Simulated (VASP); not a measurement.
Here is a VASP 6.6.1 calculation.

INCAR

```
SYSTEM = LuH2
ALGO     = Normal         ! electronic algorithm
EDIFF    = 1E-6           ! SCF threshold, eV
ENCUT    = 520            ! plane-wave cutoff, eV
GGA      = PS             ! functional
ISIF     = 2              ! what is computed and relaxed
ISMEAR   = -1             ! smearing method
LASPH    = .True.         ! aspherical terms in the spheres
LCHARG   = .False.        ! write CHGCAR
LREAL    = .False.        ! projectors in reciprocal space
LWAVE    = .False.        ! write WAVECAR
NBANDS   = 20             ! bands
NELM     = 100            ! most SCF steps
PREC     = Accurate       ! precision mode
SIGMA    = 0.1            ! smearing width, eV
```

KPOINTS

```
k-points
0
Gamma
  10 10 10
  0 0 0
```

POSCAR

```
LuH2
1.0
    0.0000000000      2.5165000000      2.5165000000
    2.5165000000      0.0000000000      2.5165000000
    2.5165000000      2.5165000000      0.0000000000
Lu H
1 2
Direct
    0.0000000000      0.0000000000      0.0000000000
    0.2500000000      0.2500000000      0.2500000000
    0.7500000000      0.7500000000      0.7500000000
```

Potentials or basis: VASP PAW PBE potentials, release 64 (Lu, H).

Launch:

```bash
$ cat potpaw_PBE.64/Lu/POTCAR potpaw_PBE.64/H/POTCAR > POTCAR
$ mpirun -np 1 vasp_std > vasp.out
```

Task: What does it give for the pressure?

Result: -3.8 GPa.

Caveat: the PAW data sets were made with another functional, which shifts forces and pressure a little.
